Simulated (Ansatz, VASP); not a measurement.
# PbS: VASP beside Ansatz

INCAR

```
SYSTEM = PbS
ALGO = Normal ; EDIFF = 1E-8
ENCUT = 520 ; GGA = PE
ISIF = 2 ; ISMEAR = -1
ISYM = 0 ; LASPH = .True.
LCHARG = .False. ; LEFG = .True.
LREAL = .False. ; LWAVE = .False.
NBANDS = 28 ; NELM = 100
PREC = Accurate ; SIGMA = 0.02
```

The input KPOINTS:

```
k-points
0
Gamma
  7 7 2
  0 0 0
```

Contents of POSCAR:

```
PbS
1.0
    2.9851277291     -2.9847140400      0.0000000000
    2.9851277291      2.9847140400      0.0000000000
   -1.2665019442      0.0000000000     16.5175013577
Pb S
2 2
Direct
    0.2324266300      0.2324266300      0.9137739700
    0.7675733700      0.7675733700      0.0862260300
    0.7339949200      0.7339949200      0.9251565100
    0.2660050800      0.2660050800      0.0748434900
```

Input for Ansatz:

```yaml
crystal:
  lattice:
    - [2.9851277291, -2.98471404, 0.0]
    - [2.9851277291, 2.98471404, 0.0]
    - [-1.2665019442, 0.0, 16.5175013577]
  atoms:
    - { symbol: Pb, position: [0.23242663, 0.23242663, 0.91377397] }
    - { symbol: Pb, position: [0.76757337, 0.76757337, 0.08622603] }
    - { symbol: S, position: [0.73399492, 0.73399492, 0.92515651] }
    - { symbol: S, position: [0.26600508, 0.26600508, 0.07484349] }
  symmetry: { detect: false }
kpoints:
  mp_grid: { grid: [7, 7, 2] }
scf:
  occupations: { method: fermi_dirac, width: 0.02 }
hamiltonian:
  xc: pbe
  pseudopotentials: { kind: paw }
output:
  forces: true
  stress: true
  populations: true
  efg: { quadrupole_moments_barn: { S: -0.0694 }, contact_densities: true }
accuracy: medium
```

Alike in both runs: task electric field gradients; functional PBE; k mesh 7 × 7 × 2; occupations fermi-dirac, width 0.02 eV; no spin polarisation.

|  | VASP | Ansatz |
| --- | --- | --- |
| version | VASP 6.6.1 | Ansatz 0.2.0 |
| potentials or method | VASP PAW PBE potentials, release 64 (Pb_d, S) | plane-wave PAW, scalar-relativistic |
| plane-wave cutoff (eV) | 520 | 420 |
| valence electrons in the cell | 40 | 40 |

```csv
,VASP,Ansatz,Ansatz less VASP
gap on the k mesh at the Fermi level (eV),1.74,1.74,-0.002
rms of the force components (eV/Å),0.085,0.086,+0.0010
size of Vzz on the site where it differs most (V/Å²),262.5,261.4,-1.11
```

Atom by atom the forces differ by 0.003 eV/Å (rms over components). With one functional, cell and mesh, what is left measures potentials, basis and numerics.

Spin-orbit coupling is off throughout.
